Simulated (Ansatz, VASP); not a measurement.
# Be3F2 in VASP and in Ansatz

Contents of INCAR:

```
SYSTEM = Be3F2
  PREC = Accurate
  ENCUT = 520
  EDIFF = 1E-7
  ISMEAR = 0
  SIGMA = 0.1
  LREAL = .FALSE.
  LASPH = .TRUE.
  NELM = 80
  ALGO = Normal
  ISIF = 2
  LWAVE = .FALSE.
  LCHARG = .FALSE.
  GGA = PE
  NBANDS = 18
```

File KPOINTS:

```
Automatic mesh
0
G
  6 4 4
  0 0 0
```

POSCAR

```
Be3F2
1.0
    3.2015011300      0.0000000000      0.0000000000
    0.0000000000      3.9384502900      0.0000000000
    0.0000000000      0.0000000000      4.7478864900
Be F
3 2
Direct
    0.0000000000      0.0000000000      0.5000000000
    0.5000000000      0.0000000000      0.0000000000
    0.0000000000      0.0000000000      0.0000000000
    0.5000000000      0.5000000000      0.5000000000
    0.5000000000      0.0000000000      0.5000000000
```

Input for Ansatz:

```yaml
crystal:
  lattice:
    - [3.20150113, 0.0, 0.0]
    - [0.0, 3.93845029, 0.0]
    - [0.0, 0.0, 4.74788649]
  atoms:
    - { symbol: Be, position: [0.0, 0.0, 0.5] }
    - { symbol: Be, position: [0.5, 0.0, 0.0] }
    - { symbol: Be, position: [0.0, 0.0, 0.0] }
    - { symbol: F, position: [0.5, 0.5, 0.5] }
    - { symbol: F, position: [0.5, 0.0, 0.5] }
basis:
  ecutwfc: 420
kpoints:
  mp_grid: { grid: [6, 4, 4] }
hamiltonian:
  xc: pbe
scf:
  occupations: { method: gaussian, width: 0.1 }
  lower_state_search: "off"
output:
  forces: true
  stress: true
  eigenvalues: true
```

Change from the starting cell: species swapped into the Zr3Cd2 type (Pmmm, No. 47).

Alike in both runs: task single point; functional PBE; k mesh 6 × 4 × 4; occupations gaussian, width 0.1 eV; no spin polarisation.

```csv
,VASP,Ansatz
version,VASP 6.6.1,Ansatz 0.2.0
potentials or method,"VASP PAW PBE potentials, release 64 (Be, F), cutoff 520 eV","scalar-relativistic, plane waves, PAW"
valence electrons in the cell,20,20
```

VASP gave:

| Quantity | Value |
| --- | --- |
| gap on the k mesh at the Fermi level (eV) | none |
| pressure (GPa) | 27.4 |
| traceless stress, the component that is largest in VASP (GPa) | 22.60 |

Question: What did Ansatz give for the same quantities?

Answer: gap on the k mesh at the Fermi level (eV): none; pressure (GPa): 27.6; traceless stress, the component that is largest in VASP (GPa): 22.46.

A gap of «none» marks a metal or a gap that the smearing closes. The functional is the same, so the differences come from potentials, cutoffs and numerics.

The k mesh is coarse, so the values compare programs but aren't converged.
